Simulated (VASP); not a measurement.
# Ti8HO16 (a cell with a defect) in VASP: notebook

Runs on Ti8HO16 (a cell with a defect). Level: PBE. Tasks: single point.

Everything below comes from runs of VASP 6.6.1. Logs are shortened: lines on timing, memory, paths and dates and some standing lists are left out, and cuts for length are marked.

**1. The cell of the first run**

The cell holds a defect, 25 atoms: a = 6.494 Å, b = 6.494 Å, c = 5.915 Å, α = 90.00°, β = 90.00°, γ = 90.00°.

**2. Single point, PBE, collinear spin**

INCAR

```
SYSTEM = Ti8HO16
PREC     = Accurate       ! precision mode
ENCUT    = 520            ! plane-wave cutoff, eV
EDIFF    = 1E-6           ! SCF threshold, eV
ISMEAR   = -1             ! smearing method
SIGMA    = 0.02           ! smearing width, eV
LREAL    = Auto         
LASPH    = .True.         ! aspherical terms in the spheres
NELM     = 150            ! most SCF steps
ALGO     = Normal         ! electronic algorithm
ISIF     = 2              ! what is computed and relaxed
LWAVE    = .False.        ! write WAVECAR
LCHARG   = .True.         ! write CHGCAR
ISPIN    = 2              ! spin polarisation
MAGMOM   = 0 0 0 0 0 0 0 0 0 0 0 0 0 0 0 0 0 0 0 0 0 0 0 0 1 ! initial moments
LORBIT   = 11             ! projections on sites
LMAXMIX  = 4              ! l up to which the mixer works
GGA      = PE             ! functional
LELF     = .True.         ! ELF
LVHAR    = .True.       
NBANDS   = 118            ! bands
```

KPOINTS

```
Automatic mesh
0
Gamma
  2 2 2
  0 0 0
```

POSCAR

```
Ti8HO16
1.0
   -4.5922000000     -4.5922000000      0.0000000000
    4.5922000000     -4.5922000000      0.0000000000
    0.0000000000      0.0000000000      5.9148000000
Ti O H
8 16 1
Direct
    0.4728234833      0.5367144288      0.0156218300
   -0.0120857106      0.4771786943      0.2176235883
    0.5193262489      0.5081551326      0.5593933861
    0.0566504072      0.4969840164      0.7134983431
   -0.0104416184     -0.0093310396     -0.0035335092
    0.4812834807      0.0526218370      0.2423581524
   -0.0354731937      0.0090152868      0.5184283492
    0.4899721266     -0.0058686468      0.7483262325
    0.1875898262      0.5182592222     -0.0008622439
    0.0191084883      0.2196224032      0.2985054440
    0.7862680197      0.4570793955     -0.0141847569
   -0.0644026828      0.8039610644      0.2293399608
    0.2316645616      0.5430185968      0.4881990938
    0.0408409912      0.2043138365      0.7610908230
    0.8342733330      0.4978550586      0.5092479881
    0.0212969818      0.7808675580      0.7680394942
    0.7119463438      0.0840555725     -0.0161459390
    0.4973977614      0.6848242672      0.2774734564
    0.3188123340     -0.0451744262      0.0088929465
    0.5288097208      0.3013152737      0.2644552648
    0.6767671269      0.0471778233      0.5283695138
    0.5719480859      0.7160402421      0.7822411578
    0.2584708854     -0.0247049345      0.5648373571
    0.4679783110      0.3099930317      0.7630689119
    0.7543769871      0.2425743652     -0.0667140055
```

Potentials or basis: VASP PAW PBE potentials, release 64 (Ti_sv, O, H).

Launch:

```sh
cat potpaw_PBE.64/Ti_sv/POTCAR potpaw_PBE.64/O/POTCAR potpaw_PBE.64/H/POTCAR > POTCAR
mpirun -np 1 vasp_std > vasp.out
```

OUTCAR:

```text
SYSTEM = Ti8HO16
   PREC = Accurate
   ENCUT = 520
   EDIFF = 1E-6
   ISMEAR = -1
   LREAL = Auto
   LASPH = .True.
   NELM = 150
   ISIF = 2
   ISPIN = 2
   LORBIT = 11
   GGA = PE

 ion  position               nearest neighbor table
   1  0.473  0.537  0.016-  18 1.83   9 1.86  22 1.92  24 2.10  11 2.11  20 2.15   3 2.72
   2  0.988  0.477  0.218-  10 1.75   9 1.85  11 1.90  15 2.00  12 2.15  13 2.29
   3  0.519  0.508  0.559-  24 1.79  22 1.92  13 1.93  18 2.03  15 2.07  20 2.20   1 2.72
   4  0.057  0.497  0.713-  13 1.78  15 1.88  16 1.89   9 1.90  14 1.92  11 2.40
   5  0.990  0.991  0.996-  12 1.87  17 1.90  16 1.93  14 1.99  19 2.15  10 2.33   7 2.83
   6  0.481  0.053  0.242-  20 1.65  19 1.85  21 2.12  17 2.15  18 2.40
   7  0.965  0.009  0.518-  21 1.89  10 1.92  23 1.94  14 1.98  16 2.12  12 2.18   5 2.83
   8  0.490  0.994  0.748-  21 1.81  23 1.86  22 1.89  19 1.92  24 2.06  17 2.09
   9  0.188  0.518  0.999-   2 1.85   1 1.86   4 1.90
  10  0.019  0.220  0.299-   2 1.75   7 1.92   5 2.33
  11  0.786  0.457  0.986-   2 1.90   1 2.11   4 2.40
  12  0.936  0.804  0.229-   5 1.87   2 2.15   7 2.18
  13  0.232  0.543  0.488-   4 1.78   3 1.93   2 2.29
  14  0.041  0.204  0.761-   4 1.92   7 1.98   5 1.99
  15  0.834  0.498  0.509-   4 1.88   2 2.00   3 2.07
  16  0.021  0.781  0.768-   4 1.89   5 1.93   7 2.12
  17  0.712  0.084  0.984-  25 1.11   5 1.90   8 2.09   6 2.15
  18  0.497  0.685  0.277-   1 1.83   3 2.03   6 2.40
  19  0.319  0.955  0.009-   6 1.85   8 1.92   5 2.15
  20  0.529  0.301  0.264-   6 1.65   1 2.15   3 2.20
  21  0.677  0.047  0.528-   8 1.81   7 1.89   6 2.12
  22  0.572  0.716  0.782-   8 1.89   1 1.92   3 1.92
  23  0.258  0.975  0.565-   8 1.86   7 1.94
  24  0.468  0.310  0.763-   3 1.79   8 2.06   1 2.10
  25  0.754  0.243  0.933-  17 1.11

  LATTYP: Found a simple tetragonal cell.
 ALAT       =     6.4943515211
 C/A-ratio  =     0.9107606788

  Lattice vectors:

 A1 = (  -4.5922000000,  -4.5922000000,   0.0000000000)
 A2 = (   4.5922000000,  -4.5922000000,   0.0000000000)
 A3 = (   0.0000000000,   0.0000000000,   5.9148000000)

Analysis of symmetry for initial positions (statically):
=====================================================================
 Subroutine PRICEL returns:
 Original cell was already a primitive cell.

 Routine SETGRP: Setting up the symmetry group for a
 simple tetragonal supercell.

 Subroutine GETGRP returns: Found  1 space group operations
 (whereof  1 operations were pure point group operations)
 out of a pool of 16 trial point group operations.

The static configuration has the point symmetry C_1 .

Analysis of symmetry for dynamics (positions and initial velocities):
=====================================================================
 Subroutine PRICEL returns:
 Original cell was already a primitive cell.

 Routine SETGRP: Setting up the symmetry group for a
 simple tetragonal supercell.

 Subroutine GETGRP returns: Found  1 space group operations
 (whereof  1 operations were pure point group operations)
 out of a pool of 16 trial point group operations.

The dynamic configuration has the point symmetry C_1 .

Analysis of structural, dynamic, and magnetic symmetry:
=====================================================================
 Subroutine PRICEL returns:
 Original cell was already a primitive cell.

 Routine SETGRP: Setting up the symmetry group for a
 simple tetragonal supercell.

 Subroutine GETGRP returns: Found  1 space group operations
 (whereof  1 operations were pure point group operations)
 out of a pool of 16 trial point group operations.

The overall configuration has the point symmetry C_1 .

 Subroutine INISYM returns: Found  1 space group operations
 (whereof  1 operations are pure point group operations),
 and found     1 'primitive' translations

----------------------------------------------------------------------------------------

                                     Primitive cell

  volume of cell :     249.4662

  direct lattice vectors                    reciprocal lattice vectors
[... 100 lines left out ...]
   total plane-waves  NPLWV = 110592
   dimension x,y,z NGX =    48 NGY =   48 NGZ =   48
   dimension x,y,z NGXF=    96 NGYF=   96 NGZF=   96
   ions per type =               8  16   1
   NGX,Y,Z   is equivalent  to a cutoff of  12.29, 12.29, 13.49 a.u.
   NGXF,Y,Z  is equivalent  to a cutoff of  24.57, 24.57, 26.98 a.u.
 SYSTEM =  Ti8HO16
   PREC   = accura    normal or accurate (medium, high low for compatibility)
   ISTART =      0    job   : 0-new  1-cont  2-samecut
   ICHARG =      2    charge: 1-file 2-atom 10-const
   ISPIN  =      2    spin polarized calculation?
   LNONCOLLINEAR =      F non collinear calculations
   LSORBIT =      F    spin-orbit coupling
   LASPH  =      T    aspherical Exc in radial PAW
   ENCUT  =  520.0 eV  38.22 Ry    6.18 a.u.  12.08 12.08 11.00*2*pi/ulx,y,z
   NELM   =    150;   NELMIN=  2; NELMDL= -5     # of ELM steps
   EDIFF  = 0.1E-05   stopping-criterion for ELM
   LREAL  =      T    real-space projection
   EDIFFG = 0.1E-04   stopping-criterion for IOM
   NSW    =      0    number of steps for IOM
   IBRION =     -1    ionic relax: 0-MD 1-quasi-New 2-CG
   NFREE  =      0    steps in history (QN), initial steepest desc. (CG)
   ISIF   =      2    stress and relaxation
   ISYM   =      2    0-nonsym 1-usesym 2-fastsym
   POTIM  = 0.5000    time-step for ionic-motion
   TEBEG  =    0.0;   TEEND  =   0.0 temperature during run
   PSTRESS=    0.0 pullay stress
   NELECT =     193.0000    total number of electrons
   NUPDOWN=      -1.0000    fix difference up-down
   EMIN   =  10.00;   EMAX   =-10.00  energy-range for DOS
   EFERMI =   0.00;   METHOD = LEGACY
   ISMEAR =    -1;   SIGMA  =   0.02  broadening in eV -4-tet -1-fermi 0-gaus
   EFERMI_NEDOS =   21; number of points for ismear=-14 and -15
   IALGO  =     38    algorithm
   IMIX   =      4    mixing-type and parameters
     AMIX     =   0.40;   BMIX     =  1.00
     AMIX_MAG =   1.60;   BMIX_MAG =  1.00
  volume/ion in A,a.u.               =       9.98        67.34
  Fermi-wavevector in a.u.,A,eV,Ry     =   1.502877  2.840025 30.730645  2.258639
  Thomas-Fermi vector in A             =   2.614060
   LORBIT       =     11    0 simple, 1 ext, 2 COOP (PROOUT), +10 PAW based schemes
   GGA     = PE    functional components
   LHFCALC =     F    Hartree Fock is set to
   AEXX    =    0.0000 exact exchange contribution
   IVDW    =     0    specifies the selected vdW correction
   LEPSILON=     F    determine dielectric tensor
   LRPA    =     F    only Hartree local field effects (RPA)
 spin polarized calculation
  energy-cutoff  :      520.00
  volume of cell :      249.47
 maximum number of plane-waves:      6748
   NGX = 25   NGY = 25   NGZ = 21

 number of electron     192.9999974 magnetization       0.0528781

 number of electron     192.9999974 magnetization      -0.4803823

 Free energy of the ion-electron system (eV)
  ---------------------------------------------------
  ext. energy  EPLUGINS =         0.00000000
  ---------------------------------------------------
  free energy    TOTEN  =      -211.70754217 eV

  energy without entropy =     -211.69418989  energy(sigma->0) =     -211.70086603

 E-fermi :   7.0437     XC(G=0): -11.4715

 val. band max:        7.0299975727   @ k =   0.5000   0.0000   0.5000
 cond. band min:       7.0541975187   @ k =   0.0000   0.5000   0.5000
 fundamental gap:      0.0241999460
 Fermi energy:         7.0437116941

 spin component 1

 k-point     1 :       0.0000    0.0000    0.0000
  band No.  band energies     occupation
      1     -51.5705      1.00000
      2     -51.5602      1.00000
      3     -51.5354      1.00000
      4     -51.4721      1.00000
      5     -51.4671      1.00000
      6     -51.4380      1.00000
[... 877 lines left out ...]
    107       8.2911      0.00000
    108       8.4331      0.00000
 Fermi energy:         7.0437116941

 spin component 2

 k-point     1 :       0.0000    0.0000    0.0000
  band No.  band energies     occupation
      1     -51.7241      1.00000
      2     -51.6622      1.00000
      3     -51.5705      1.00000
      4     -51.5527      1.00000
      5     -51.4891      1.00000
      6     -51.4866      1.00000
[... 877 lines left out ...]
    107       8.2355      0.00000
    108       8.3864      0.00000
 [bands above 108 left out]

------------------------ aborting loop because EDIFF is reached ----------------------------------------

  FORCE on cell =-STRESS in cart. coord.  units (eV):
  Direction    XX          YY          ZZ          XY          YZ          ZX
  --------------------------------------------------------------------------------------
  -------------------------------------------------------------------------------------
  Total       23.5776346     16.1348125     21.2424225     -1.9018108      7.4307326      1.7274196
  in kB      151.4255522    103.6245975    136.4278317    -12.2142342     47.7233110     11.0942200
  external PRESSURE =     130.4926605 kB  Pullay stress =       0.0000000 kB

 VOLUME and BASIS-vectors are now :
 -----------------------------------------------------------------------------
  energy-cutoff  :      520.00
  volume of cell :      249.47
      direct lattice vectors                 reciprocal lattice vectors
    -4.592200000 -4.592200000  0.000000000    -0.108880275 -0.108880275  0.000000000
     4.592200000 -4.592200000  0.000000000     0.108880275 -0.108880275  0.000000000
     0.000000000  0.000000000  5.914800000     0.000000000  0.000000000  0.169067424

 POSITION                                       TOTAL-FORCE (eV/Angst)
 -----------------------------------------------------------------------------------
      0.29340     -4.63600      0.09240        -1.224376     -2.046188      2.791625
     -2.34540     -6.72800      1.28720         3.969872     -0.391481      0.582483
     -0.05130     -4.71840      3.30870        -0.535606     -1.896853     -3.255754
      2.02210     -2.54240      4.22020         1.413873      1.773087     -0.393947
      0.00510     -9.09360      5.89390        -3.042505     -0.125346      0.817780
     -1.96850     -2.45180      1.43350        -3.336817      3.108721      1.515421
[... 17 lines left out ...]
     -0.72550     -3.57260      4.51340         0.360415      0.268231      0.552509
     -2.35030     -4.57820      5.52020         0.672956      0.177619      1.124238
 -----------------------------------------------------------------------------------
    total drift:                                0.000880      0.001718     -0.009395

  FREE ENERGIE OF THE ION-ELECTRON SYSTEM (eV)
  ---------------------------------------------------
  free  energy   TOTEN  =      -211.7075421743 eV

  energy  without entropy=     -211.6941898921  energy(sigma->0) =     -211.70086603

 total charge

# of ion       s       p       d       tot
------------------------------------------
    1        2.218   6.279   1.842  10.340
    2        2.237   6.302   1.862  10.402
    3        2.221   6.285   1.822  10.327
    4        2.253   6.330   1.924  10.507
    5        2.211   6.262   1.803  10.277
    6        2.212   6.265   1.960  10.438
[... 17 lines left out ...]
   24        1.578   3.505   0.000   5.083
   25        0.475   0.094   0.000   0.570
--------------------------------------------------
tot         43.524 106.450  14.849 164.823

 magnetization (x)

# of ion       s       p       d       tot
------------------------------------------
    1       -0.001  -0.001  -0.099  -0.100
    2       -0.000  -0.000  -0.015  -0.015
    3       -0.001  -0.001  -0.096  -0.097
    4        0.000  -0.000  -0.008  -0.008
    5       -0.000  -0.000  -0.016  -0.016
    6       -0.002  -0.001  -0.147  -0.150
[... 17 lines left out ...]
   24        0.000   0.002   0.000   0.002
   25       -0.000   0.000   0.000  -0.000
--------------------------------------------------
tot         -0.004   0.028  -0.441  -0.417
```

Wall time 13 min (1 thread of Intel Xeon 6975P-C (Granite Rapids), shared host); peak memory 0.58 GiB.

Results:

```
Free energy                                           : -211.7075 eV
Pressure                                              : 13.0 GPa
Largest force                                         : 4.806 eV/Å
Net moment                                            : -0.48 μB per cell
Site moments                                          : Ti -0.10, -0.01, -0.02, -0.15, -0.05 (each value once); O +0.00, -0.00, +0.01 (each value once); H -0.00 μB
Valence electrons inside the program's atomic spheres : Ti 10.34, 10.40, 10.33, 10.51, 10.28, 10.44, 10.24, 10.45; O 5.16, 5.09, 5.04, 5.01, 5.08, 5.07, 5.06, 5.15, 5.03, 5.10, 5.11 (each value once); H 0.57
```

Forces in eV/Å, atoms in the order of the input:
```
Ti  -1.224 -2.046  2.792
Ti   3.970 -0.391  0.582
Ti  -0.536 -1.897 -3.256
Ti   1.414  1.773 -0.394
Ti  -3.043 -0.125  0.818
Ti  -3.337  3.109  1.515
Ti  -1.841 -0.358 -0.645
Ti   2.230  1.258 -0.614
O   -1.116 -0.773  0.900
O   -2.401  1.645 -1.155
O   -0.997 -0.347  0.717
O    0.086 -0.994  0.588
O   -0.430  0.624 -0.279
O    0.388  1.284  0.319
O    0.880  0.853  0.011
O    3.234 -0.315  0.508
O    0.158  0.663  0.051
O   -0.317 -1.151 -1.007
O    1.560  0.043  0.830
O    3.529 -1.862  0.156
O   -1.082 -0.183 -1.583
O   -0.027  1.295 -0.438
O   -2.131 -2.549 -2.092
O    0.360  0.268  0.553
H    0.673  0.178  1.124
```

Stress tensor (GPa, compression positive):
```
15.14 -1.22  1.11
-1.22 10.36  4.77
 1.11  4.77 13.64
```

Caveat: the k points lie up to 0.53 Å⁻¹ apart; the atoms stand as in a frame of molecular dynamics; semilocal functionals often make such compounds metallic where correlation or magnetic order opens a gap, which also shifts bond lengths.

(Continued in part 2 of 3.)
